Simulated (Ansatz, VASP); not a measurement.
# MnO in VASP and in Ansatz

The input INCAR:

```
SYSTEM = MnO
PREC = Accurate
ENCUT = 520
EDIFF = 1E-6
ISMEAR = -1
SIGMA = 0.05
LREAL = .FALSE.
LASPH = .TRUE.
NELM = 150
ALGO = Normal
ISIF = 2
LWAVE = .FALSE.
LCHARG = .FALSE.
ISPIN = 2
MAGMOM = 4 0
LORBIT = 11
LMAXMIX = 4
GGA = PE
NBANDS = 20
```

KPOINTS

```
regular mesh
0
G
  16 16 16
  0 0 0
```

The input POSCAR:

```
MnO
1.0
    0.0666600000      2.2553300000      2.2553300000
    2.2553300000      0.0666600000      2.2553300000
    2.2553300000      2.2553300000      0.0666600000
Mn O
1 1
Direct
    0.0000000000      0.0000000000      0.0000000000
    0.5000000000      0.5000000000      0.5000000000
```

Input for Ansatz:

```yaml
crystal:
  lattice:
    - [0.06666, 2.25533, 2.25533]
    - [2.25533, 0.06666, 2.25533]
    - [2.25533, 2.25533, 0.06666]
  atoms:
    - { symbol: Mn, position: [0.0, 0.0, 0.0], spin: 4.0 }
    - { symbol: O, position: [0.5, 0.5, 0.5] }
magnetization:
  spin_polarized: true
kpoints:
  mp_grid: { grid: [16, 16, 16] }
  band_path:
    path:
      - [0.0, 0.0, 0.0]
      - [0.5, 0.5, 0.5]
      - [0.2428775097, 0.5, 0.7571224903]
      - [-0.2428775097, 0.2428775097, 0.5]
      - [0.0, 0.0, 0.5]
      - [0.0, 0.0, 0.0]
      - [-0.3714387548, 0.0, 0.3714387548]
      - [0.0, 0.3714387548, 0.6285612452]
      - [0.0, 0.5, 0.5]
    npoints: 5
scf:
  occupations: { method: fermi_dirac, width: 0.05 }
hamiltonian:
  xc: pbe
  pseudopotentials: { kind: all_electron, lapw: { basis_error: 0.00025 } }
output:
  forces: true
  stress: true
  eigenvalues: true
```

Change from the starting cell: equal xy, yz and zx shear strains of +3 %.

Alike in both runs: task single point; functional PBE; k mesh 16 × 16 × 16; occupations fermi-dirac, width 0.05 eV; collinear spin.

|  | VASP | Ansatz |
| --- | --- | --- |
| version | VASP 6.6.1 | Ansatz 0.2.0 |
| potentials or method | VASP PAW PBE potentials, release 64 (Mn_pv, O), cutoff 520 eV | all-electron LAPW, scalar-relativistic |

|  | VASP | Ansatz | Ansatz less VASP |
| --- | --- | --- | --- |
| pressure (GPa) | 0.0 | -0.2 | -0.16 |
| traceless stress, the component that is largest in VASP (GPa) | -2.02 | -2.02 | +0.002 |
| net moment per atom (μB) | 2.38 | 2.38 | 0.000 |
| size of the moment on the site where the two differ most (μB) | 0.20 | 0.23 | +0.030 |

Site moments also hang on the region over which each program counts them. Ansatz ran all-electron here, and VASP with PAW potentials.
